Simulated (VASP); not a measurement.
Here is a VASP 6.6.1 calculation.

File INCAR:

```
SYSTEM = ZnSe
PREC = Accurate
ENCUT = 520
EDIFF = 1E-6
ISMEAR = -1
SIGMA = 0.03
LREAL = .False.
LASPH = .True.
NELM = 80
ALGO = Normal
ISIF = 2
LWAVE = .False.
LCHARG = .False.
GGA = PE
NBANDS = 16
```

The input KPOINTS:

```
regular mesh
0
Gamma
  8 8 8
  0 0 0
```

Contents of POSCAR:

```
ZnSe
1.0
    0.0000000000      2.7487860000      2.8338000000
    2.7487860000      0.0000000000      2.8338000000
    2.7487860000      2.7487860000      0.0000000000
Zn Se
1 1
Direct
    0.0000000000      0.0000000000      0.0000000000
    0.7500000000      0.7500000000      0.7500000000
```

Potentials or basis: VASP PAW PBE potentials, release 64 (Zn, Se).

Run with:

```console
$ cat potpaw_PBE.64/Zn/POTCAR potpaw_PBE.64/Se/POTCAR > POTCAR
$ mpirun -np 1 vasp_std > vasp.out
```

**Question.** Predict the band gap on the k mesh.

**Answer.** 1.50 eV, direct.

**Question.** Predict the pressure.

**Answer.** 7.0 GPa.

Stress tensor (GPa, compression positive):
```
7.32 0.00 0.00
0.00 7.32 0.00
0.00 0.00 6.29
```

Caveat: the cell differs from its parent crystal (equal xx and yy strain of -3 %).
